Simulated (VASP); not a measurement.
Here is a VASP 6.6.1 calculation.

INCAR

```
SYSTEM = Al4N3
PREC = Accurate
ENCUT = 520
EDIFF = 1E-7
ISMEAR = 0
SIGMA = 0.1
LREAL = .FALSE.
LASPH = .TRUE.
NELM = 150
ALGO = Normal
ISIF = 2
LWAVE = .FALSE.
LCHARG = .FALSE.
ISPIN = 2
MAGMOM = 0 0 0 0 1 1 1
LORBIT = 11
GGA = PE
NBANDS = 26
```

The input KPOINTS:

```
Automatic mesh
0
G
  4 4 4
  0 0 0
```

The input POSCAR:

```
Al4N3
1.0
    4.3800077176      0.0000000000      0.0000000000
    0.0000000000      4.3800077176      0.0000000000
    0.0000000000      0.0000000000      4.3800077176
Al N
4 3
Direct
    0.7538590999      0.7538590999      0.2461409001
    0.2461409001      0.2461409001      0.2461409001
    0.7538590999      0.2461409001      0.7538590999
    0.2461409001      0.7538590999      0.7538590999
    0.5000000000      0.0000000000      0.5000000000
    0.0000000000      0.5000000000      0.5000000000
    0.5000000000      0.5000000000      0.0000000000
```

Potentials or basis: VASP PAW PBE potentials, release 64 (Al, N).

The run is started by

```console
$ cat potpaw_PBE.64/Al/POTCAR potpaw_PBE.64/N/POTCAR > POTCAR
$ mpirun -np 1 vasp_std > vasp.out
```

(1) Predict the largest force.

(2) Predict the pressure.

Results:

(1) 0.041 eV/Å.

(2) -0.3 GPa.
